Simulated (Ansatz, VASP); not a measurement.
## EuO: VASP beside Ansatz

```xyz
2
Lattice="0.0000 2.5306 2.5306 2.5306 0.0000 2.5306 2.5306 2.5306 0.0000" Properties=species:S:1:pos:R:3 pbc="T T T"
Eu    0.0000    0.0000    0.0000
O     2.5306    2.5306    2.5306
```

Alike in both runs: functional PBE; k mesh 14 × 14 × 14; occupations gaussian, width 0.1 eV; collinear spin.

Ansatz relaxed the structure, and its values are those at the end. VASP's run is a single point on that final structure, the one shown.

|  | VASP | Ansatz |
| --- | --- | --- |
| version | VASP 6.6.1 | Ansatz 0.2.0 |
| potentials or method | VASP PAW PBE potentials, release 64 (Eu, O), cutoff 600 eV | scalar-relativistic, plane waves, PAW |
| valence electrons in the cell | 23 | 23 |

|  | VASP | Ansatz | Ansatz less VASP |
| --- | --- | --- | --- |
| gap on the k mesh at the Fermi level (eV) | none | none | - |
| pressure (GPa) | -0.2 | 0.0 | +0.18 |
| net moment per atom (μB) | 3.47 | 3.47 | +0.003 |
| size of the moment on the site where the two differ most (μB) | 0.10 | 0.08 | -0.018 |

Site moments also hang on the region over which each program counts them. A gap of «none» marks a metal or a gap that the smearing closes. Ansatz's warnings: given moment on shells.

Neither program's run includes spin-orbit coupling.
